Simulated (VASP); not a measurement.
# CdF2 (Fm-3m) in VASP: notebook

The runs below take CdF2 through single point, relaxation of cell and atoms, relaxation of the atoms, with r2SCAN.

Program: VASP 6.6.1. These are calculated values, not measurements. Logs are shortened: lines on timing, memory, paths and dates and some standing lists are left out, and cuts for length are marked.

## (1) The cell of the first run

The structure is cubic, space group Fm-3m (No. 225). Conventional cell: a = 5.497 Å, b = 5.497 Å, c = 5.497 Å, α = 90.00°, β = 90.00°, γ = 90.00°. Cd (site symmetry m-3m) has 8 F at 2.38 Å within 3.1 Å. F (site symmetry -43m) has 4 Cd at 2.38 Å and 6 F at 2.75 Å within 3.1 Å.

## (2) Single point, r2SCAN

File POSCAR:

```
CdF2
1.0
    0.0000000000      2.7484643900      2.7484643900
    2.7484643900      0.0000000000      2.7484643900
    2.7484643900      2.7484643900      0.0000000000
Cd F
1 2
Direct
    0.0000000000      0.0000000000      0.0000000000
    0.2500000000      0.2500000000      0.2500000000
    0.7500000000      0.7500000000      0.7500000000
```

File INCAR.step1:

```
  PREC = Accurate
  ENCUT = 520
  ISMEAR = -1
  SIGMA = 0.02
  LREAL = False
  LASPH = True
  NELM = 80
  NBANDS = 20
  GGA = PE
  ALGO = Normal
  EDIFF = 1E-4
  LWAVE = True
  LCHARG = False
```

File INCAR.step2:

```
  PREC = Accurate
  ENCUT = 520
  EDIFF = 1E-6
  ISMEAR = -1
  SIGMA = 0.02
  LREAL = False
  LASPH = True
  NELM = 80
  ALGO = Normal
  ISIF = 2
  LWAVE = False
  LCHARG = False
  METAGGA = R2SCAN
  LMIXTAU = True
  NBANDS = 20
  ISTART = 1
```

File KPOINTS:

```
regular mesh
0
Gamma
  10 10 10
```

Potentials or basis: VASP PAW PBE potentials, release 64 (Cd, F).

Started as:

```console
$ cat potpaw_PBE.64/Cd/POTCAR potpaw_PBE.64/F/POTCAR > POTCAR
$ cp INCAR.step1 INCAR
$ mpirun -np 1 vasp_std > vasp.out
$ cp INCAR.step2 INCAR
$ mpirun -np 1 vasp_std > vasp.out
```

OUTCAR:

```text
PREC = Accurate
   ENCUT = 520
   EDIFF = 1E-6
   ISMEAR = -1
   LREAL = False
   LASPH = True
   NELM = 80
   ISIF = 2
   METAGGA = R2SCAN
   ISTART = 1

 ion  position               nearest neighbor table
   1  0.000  0.000  0.000-   3 2.38   3 2.38   3 2.38   2 2.38   3 2.38   2 2.38   2 2.38   2 2.38

   2  0.250  0.250  0.250-   1 2.38   1 2.38   1 2.38   1 2.38
   3  0.750  0.750  0.750-   1 2.38   1 2.38   1 2.38   1 2.38

  LATTYP: Found a face centered cubic cell.
 ALAT       =     5.4969287800

  Lattice vectors:

 A1 = (   0.0000000000,   2.7484643900,   2.7484643900)
 A2 = (   2.7484643900,   0.0000000000,   2.7484643900)
 A3 = (   2.7484643900,   2.7484643900,   0.0000000000)

Analysis of symmetry for initial positions (statically):
=====================================================================
 Subroutine PRICEL returns:
 Original cell was already a primitive cell.

 Routine SETGRP: Setting up the symmetry group for a
 face centered cubic supercell.

 Subroutine GETGRP returns: Found 48 space group operations
 (whereof 48 operations were pure point group operations)
 out of a pool of 48 trial point group operations.

The static configuration has the point symmetry O_h .

Analysis of symmetry for dynamics (positions and initial velocities):
=====================================================================
 Subroutine PRICEL returns:
 Original cell was already a primitive cell.

 Routine SETGRP: Setting up the symmetry group for a
 face centered cubic supercell.

 Subroutine GETGRP returns: Found 48 space group operations
 (whereof 48 operations were pure point group operations)
 out of a pool of 48 trial point group operations.

The dynamic configuration has the point symmetry O_h .

 Subroutine INISYM returns: Found 48 space group operations
 (whereof 48 operations are pure point group operations),
 and found     1 'primitive' translations

----------------------------------------------------------------------------------------

                                     Primitive cell

  volume of cell :      41.5241

  direct lattice vectors                    reciprocal lattice vectors
     0.000000000  2.748464390  2.748464390    -0.181919766  0.181919766  0.181919766
     2.748464390  0.000000000  2.748464390     0.181919766 -0.181919766  0.181919766
     2.748464390  2.748464390  0.000000000     0.181919766  0.181919766 -0.181919766

[... 77 lines left out ...]
   ISTART =      1    job   : 0-new  1-cont  2-samecut
   ICHARG =      0    charge: 1-file 2-atom 10-const
   ISPIN  =      1    spin polarized calculation?
   LNONCOLLINEAR =      F non collinear calculations
   LSORBIT =      F    spin-orbit coupling
   LASPH  =      T    aspherical Exc in radial PAW
   ENCUT  =  520.0 eV  38.22 Ry    6.18 a.u.   7.23  7.23  7.23*2*pi/ulx,y,z
   NELM   =     80;   NELMIN=  2; NELMDL=  0     # of ELM steps
   EDIFF  = 0.1E-05   stopping-criterion for ELM
   LREAL  =      F    real-space projection
   EDIFFG = 0.1E-04   stopping-criterion for IOM
   NSW    =      0    number of steps for IOM
   IBRION =     -1    ionic relax: 0-MD 1-quasi-New 2-CG
   NFREE  =      0    steps in history (QN), initial steepest desc. (CG)
   ISIF   =      2    stress and relaxation
   ISYM   =      2    0-nonsym 1-usesym 2-fastsym
   POTIM  = 0.5000    time-step for ionic-motion
   TEBEG  =    0.0;   TEEND  =   0.0 temperature during run
   PSTRESS=    0.0 pullay stress
   NELECT =      26.0000    total number of electrons
   NUPDOWN=      -1.0000    fix difference up-down
   EMIN   =  10.00;   EMAX   =-10.00  energy-range for DOS
   EFERMI =   0.00;   METHOD = LEGACY
   ISMEAR =    -1;   SIGMA  =   0.02  broadening in eV -4-tet -1-fermi 0-gaus
   EFERMI_NEDOS =   21; number of points for ismear=-14 and -15
   IALGO  =     38    algorithm
   IMIX   =      4    mixing-type and parameters
     AMIX     =   0.40;   BMIX     =  1.00
     AMIX_MAG =   1.60;   BMIX_MAG =  1.00
  volume/ion in A,a.u.               =      13.84        93.41
  Fermi-wavevector in a.u.,A,eV,Ry     =   1.400552  2.646659 26.688444  1.961545
  Thomas-Fermi vector in A             =   2.523501
   LORBIT       =      0    0 simple, 1 ext, 2 COOP (PROOUT), +10 PAW based schemes
   METAGGA = R2SCAN    functional components
   LHFCALC =     F    Hartree Fock is set to
   AEXX    =    0.0000 exact exchange contribution
   IVDW    =     0    specifies the selected vdW correction
   LEPSILON=     F    determine dielectric tensor
   LRPA    =     F    only Hartree local field effects (RPA)
 non-spin polarized calculation
  energy-cutoff  :      520.00
  volume of cell :       41.52
 maximum number of plane-waves:      1139
 NGX is ok and might be reduce to    30
   NGX = 15   NGY = 15   NGZ = 15

 number of electron      25.9999999 magnetization

 Free energy of the ion-electron system (eV)
  ---------------------------------------------------
  ext. energy  EPLUGINS =         0.00000000
  ---------------------------------------------------
  free energy    TOTEN  =       -33.68983915 eV

  energy without entropy =      -33.68983915  energy(sigma->0) =      -33.68983915

 E-fermi :  -1.7560     XC(G=0): -10.7026

 val. band max:       -2.3006930676   @ k =  -0.3000   0.5000   0.2000
 cond. band min:       1.2387686425   @ k =   0.0000   0.0000   0.0000
 fundamental gap:      3.5394617100
 Fermi energy:        -1.7559694863

 k-point     1 :       0.0000    0.0000    0.0000
  band No.  band energies     occupation
      1     -23.9187      2.00000
      2     -23.0026      2.00000
      3      -7.7712      2.00000
      4      -7.7711      2.00000
      5      -7.7711      2.00000
      6      -6.7896      2.00000
[... 541 lines left out ...]
     19      18.5804      0.00000
     20      19.0804      0.00000

 [... further k-points ...]
[... 5 lines left out ...]
  --------------------------------------------------------------------------------------
  -------------------------------------------------------------------------------------
  Total       -1.3416146     -1.3416146     -1.3416146     -0.0000000      0.0000000      0.0000000
  in kB      -51.7652128    -51.7652128    -51.7652128     -0.0000000      0.0000000      0.0000000
  external PRESSURE =     -51.7652128 kB  Pullay stress =       0.0000000 kB

 VOLUME and BASIS-vectors are now :
 -----------------------------------------------------------------------------
  energy-cutoff  :      520.00
  volume of cell :       41.52
      direct lattice vectors                 reciprocal lattice vectors
     0.000000000  2.748464390  2.748464390    -0.181919766  0.181919766  0.181919766
     2.748464390  0.000000000  2.748464390     0.181919766 -0.181919766  0.181919766
     2.748464390  2.748464390  0.000000000     0.181919766  0.181919766 -0.181919766

 POSITION                                       TOTAL-FORCE (eV/Angst)
 -----------------------------------------------------------------------------------
      0.00000      0.00000      0.00000        -0.000000      0.000000      0.000000
      1.37423      1.37423      1.37423         0.000000      0.000000      0.000000
      4.12270      4.12270      4.12270        -0.000000     -0.000000     -0.000000
 -----------------------------------------------------------------------------------
    total drift:                                0.000000     -0.000000      0.000000

  FREE ENERGIE OF THE ION-ELECTRON SYSTEM (eV)
  ---------------------------------------------------
  free  energy   TOTEN  =       -33.6898391481 eV

  energy  without entropy=      -33.6898391481  energy(sigma->0) =      -33.68983915
```

Run time: 2.6 min. Hardware: 1 thread of Intel Xeon 8259CL, shared host; peak memory 0.19 GiB.

Results:

```yaml
Free_energy: -33.6898 eV
Pressure: -5.2 GPa
Band_gap_on_the_k_mesh: 3.54 eV (least direct gap 4.11 eV)
```

Levels at points of the mesh, in eV from the valence-band top:
```csv
k point,band 10,band 11,band 12,band 13,band 14,band 15,band 16,band 17
"(0.00, 0.00, 0.00)",-0.84,-0.57,-0.57,-0.57,3.54,13.30,13.30,13.30
"(0.50, 0.00, 0.00)",-1.63,-1.63,-0.43,-0.43,7.52,9.50,15.04,15.04
"(0.50, 0.50, 0.00)",-2.66,-0.40,-0.08,-0.08,8.37,10.20,12.04,14.74
```

Caveat: the cell stands under tension; the PAW data sets were made with another functional, which shifts forces and pressure a little.

## (3) Relaxation of cell and atoms, r2SCAN

This run uses another cell than the first one, of 13.03 Å³/atom.

File POSCAR:

```
CdF2
1.0
    0.0000000000      2.6940000000      2.6940000000
    2.6940000000      0.0000000000      2.6940000000
    2.6940000000      2.6940000000      0.0000000000
Cd F
1 2
Direct
    0.0000000000      0.0000000000      0.0000000000
    0.2500000000      0.2500000000      0.2500000000
    0.7500000000      0.7500000000      0.7500000000
```

File INCAR.step1:

```
SYSTEM = CdF2
ALGO = Normal
EDIFF = 1E-4
ENCUT = 600
GGA = PE
ISMEAR = -1
LASPH = .True.
LCHARG = .False.
LREAL = .False.
LWAVE = .True.
NELM = 100
PREC = Accurate
SIGMA = 0.02
```

File INCAR.step2:

```
SYSTEM = CdF2
ALGO = Normal
EDIFF = 1E-6
EDIFFG = -0.01
ENCUT = 600
IBRION = 2
ISIF = 3
ISMEAR = -1
ISTART = 1
LASPH = .True.
LCHARG = .False.
LMIXTAU = .True.
LREAL = .False.
LWAVE = .False.
METAGGA = R2SCAN
NELM = 100
NSW = 80
PREC = Accurate
SIGMA = 0.02
```

File KPOINTS:

```
k-points
0
Gamma
  8 8 8
  0 0 0
```

Potentials or basis: VASP PAW PBE potentials, release 64 (Cd, F).

Started as:

```console
$ cat potpaw_PBE.64/Cd/POTCAR potpaw_PBE.64/F/POTCAR > POTCAR
$ cp INCAR.step1 INCAR
$ mpirun -np 1 vasp_std > vasp.out
$ cp INCAR.step2 INCAR
$ mpirun -np 1 vasp_std > vasp.out
```

Run time: 3.7 min. Hardware: 1 thread of Intel Xeon 8259CL, shared host; peak memory 0.19 GiB.

It converged, with:

```
Free energy                           : -33.7249 eV
Relaxed volume                        : 13.13 Å³/atom
Relaxed cell                          : a = 3.819 Å, b = 3.819 Å, c = 3.819 Å, α = 60.00°, β = 60.00°, γ = 60.00°
Space group after relaxing (to 0.1 Å) : Fm-3m (No. 225)
Energy gained by relaxing             : 0.2 meV/atom
Ionic steps                           : 3
Pressure after relaxing               : 0.0 GPa
Band gap on the k mesh                : 3.73 eV (least direct gap 4.24 eV)
```

Step by step:
```tsv
step	energy change (eV)	largest force (eV/Å)	pressure (GPa)	volume (Å³)
1	0.0000	0.0000	0.81	39.10
2	-0.0006	0.0000	-0.29	39.48
3	-0.0007	0.0000	0.01	39.38
```

Final structure:
```
Cd F
1.0
     0.00000    2.70023    2.70023
     2.70023    0.00000    2.70023
     2.70023    2.70023    0.00000
Cd F
1 2
Direct
  0.00000 0.00000 0.00000
  0.25000 0.25000 0.25000
  0.75000 0.75000 0.75000
```

Levels at points of the mesh, in eV from the valence-band top:
| k point | band 11 | band 12 | band 13 | band 14 | band 15 | band 16 |
| --- | --- | --- | --- | --- | --- | --- |
| (0.00, 0.00, 0.00) | -0.51 | -0.51 | -0.51 | 3.73 | 13.58 | 13.58 |
| (0.50, 0.00, 0.00) | -1.82 | -0.41 | -0.41 | 7.93 | 9.68 | 15.53 |
| (0.50, 0.50, 0.00) | -0.50 | -0.09 | -0.09 | 8.82 | 10.51 | 12.17 |

Caveat: the PAW data sets were made with another functional, which shifts forces and pressure a little.

## (4) Relaxation of the atoms, r2SCAN

This run uses another cell than the first one, of 12.27 Å³/atom.

File POSCAR:

```
CdF2
1.0
    0.0000000000      2.6405685300      2.6405685300
    2.6405685300      0.0000000000      2.6405685300
    2.6405685300      2.6405685300      0.0000000000
Cd F
1 2
Direct
    0.0000000000      0.0000000000      0.0000000000
    0.2500000000      0.2500000000      0.2500000000
    0.7500000000      0.7500000000      0.7500000000
```

File INCAR.step1:

```
SYSTEM = CdF2
PREC = Accurate
ENCUT = 520
ISMEAR = -1
SIGMA = 0.02
LREAL = .False.
LASPH = .True.
NELM = 100
GGA = PE
ALGO = Normal
EDIFF = 1E-4
LWAVE = .True.
LCHARG = .False.
```

File INCAR.step2:

```
SYSTEM = CdF2
PREC = Accurate
ENCUT = 520
EDIFF = 1E-6
ISMEAR = -1
SIGMA = 0.02
LREAL = .False.
LASPH = .True.
NELM = 100
ALGO = Normal
ISIF = 2
LWAVE = .False.
LCHARG = .False.
METAGGA = R2SCAN
LMIXTAU = .True.
IBRION = 2
NSW = 50
EDIFFG = -0.01
ISTART = 1
```

File KPOINTS:

```
regular mesh
0
Gamma
  10 10 10
  0 0 0
```

Started as:

```console
$ cat potpaw_PBE.64/Cd/POTCAR potpaw_PBE.64/F/POTCAR > POTCAR
$ cp INCAR.step1 INCAR
$ mpirun -np 1 vasp_std > vasp.out
$ cp INCAR.step2 INCAR
$ mpirun -np 1 vasp_std > vasp.out
```

Wall time 1.8 min (1 thread of Intel Xeon 8259CL, shared host); peak memory 0.18 GiB.

The run converged. Its results:

- Free energy: -33.6443 eV
- Pressure after relaxing: 9.3 GPa
- Band gap on the k mesh: 3.98 eV (least direct gap 4.38 eV)

Final structure:
```yaml
crystal:
  lattice:
    - [0.00000, 2.64057, 2.64057]
    - [2.64057, 0.00000, 2.64057]
    - [2.64057, 2.64057, 0.00000]
  atoms:
    - { symbol: Cd, position: [0.00000, 0.00000, 0.00000] }
    - { symbol: F, position: [0.25000, 0.25000, 0.25000] }
    - { symbol: F, position: [0.75000, 0.75000, 0.75000] }
```

Levels at points of the mesh, in eV from the valence-band top:
```
           k point  band 11  band 12  band 13  band 14  band 15  band 16
(0.00, 0.00, 0.00)    -0.41    -0.41    -0.41     3.98    13.91    13.91
(0.50, 0.00, 0.00)    -2.09    -0.34    -0.34     8.48     9.89    16.17
(0.50, 0.50, 0.00)    -0.64    -0.09    -0.09     9.41    10.91    12.32
```

Caveat: the relaxation stopped at its first step, so nothing moved; the PAW data sets were made with another functional, which shifts forces and pressure a little. A k mesh can miss the band edges.

## (5) Overview

```tsv
task	cell	k mesh	cutoff (eV)	gap on the mesh (eV)	pressure (GPa)
single point	a = 3.887 Å, angles 60.0°, 3 atoms	10 × 10 × 10	520	3.54	-5.2
relaxation of cell and atoms	relaxed from a = 3.810 Å, angles 60.0°, 3 atoms	8 × 8 × 8	600	3.73	0.0
relaxation of the atoms	atoms relaxed from a = 3.734 Å, angles 60.0°, 3 atoms	10 × 10 × 10	520	3.98	9.3
```

Alike in all rows: level r2SCAN; potentials or basis VASP PAW PBE potentials, release 64 (Cd, F); no spin polarisation; smearing fermi-dirac 0.02 eV.

Caveats: the PAW data sets were made with another functional, which shifts forces and pressure a little; the cell stands under tension (at least some runs); the relaxation stopped at its first step, so nothing moved (at least some runs).

Total energies depend on the potentials used, so only differences within one code and one set of settings carry meaning.
